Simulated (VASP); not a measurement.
YbGe2Pd2, 5 atoms in the cell. The structure is tetragonal, space group I4/mmm (No. 139). Conventional cell: a = 4.347 Å, b = 4.347 Å, c = 10.148 Å, α = 90.00°, β = 90.00°, γ = 90.00°. Yb (site symmetry 4/mmm) has 10 Ge at 3.33 to 3.81 Å and 8 Pd at 3.34 Å and 4 Yb at 4.35 Å within 4.4 Å. Within 3.3 Å of Ge (site symmetry 4mm) lie 4 Pd at 2.52 Å and 1 Ge at 2.54 Å. Within 3.3 Å of Pd (site symmetry -4m2) lie 4 Ge at 2.52 Å and 4 Pd at 3.07 Å. 

* Program: VASP 6.6.1
* Task: single point
* Functional: r2SCAN
* Potentials or basis: VASP PAW PBE potentials, release 64 (Yb, Ge_d, Pd)
* Cutoff: 520 eV
* k mesh: 6 × 6 × 6
* Occupations: gaussian, width 0.1941 eV
* Spin: no spin polarisation
* Hubbard terms: Pd d U = 3.63 eV, Yb f U = 6.62 eV
* Dipole correction: no
* Further INCAR settings: ALGO = Normal; EDIFF = 1e-06; NBANDS = 44

Potentials or basis: VASP PAW PBE potentials, release 64 (Yb, Ge_d, Pd).

The run is started by

```bash
$ cat potpaw_PBE.64/Yb/POTCAR potpaw_PBE.64/Ge_d/POTCAR potpaw_PBE.64/Pd/POTCAR > POTCAR
$ cp INCAR.step1 INCAR
$ mpirun -np 1 vasp_std > vasp.out
$ cp INCAR.step2 INCAR
$ mpirun -np 1 vasp_std > vasp.out
```

Hardware: 1 thread of AMD EPYC 7R13 Processor (Zen 3) (shared host).

Problem. How long does it take, and how much memory?

Solution. Run time: 49 min on 1 thread of AMD EPYC 7R13 Processor (Zen 3) (shared host), peak memory 0.42 GiB. Counts: k points 30.
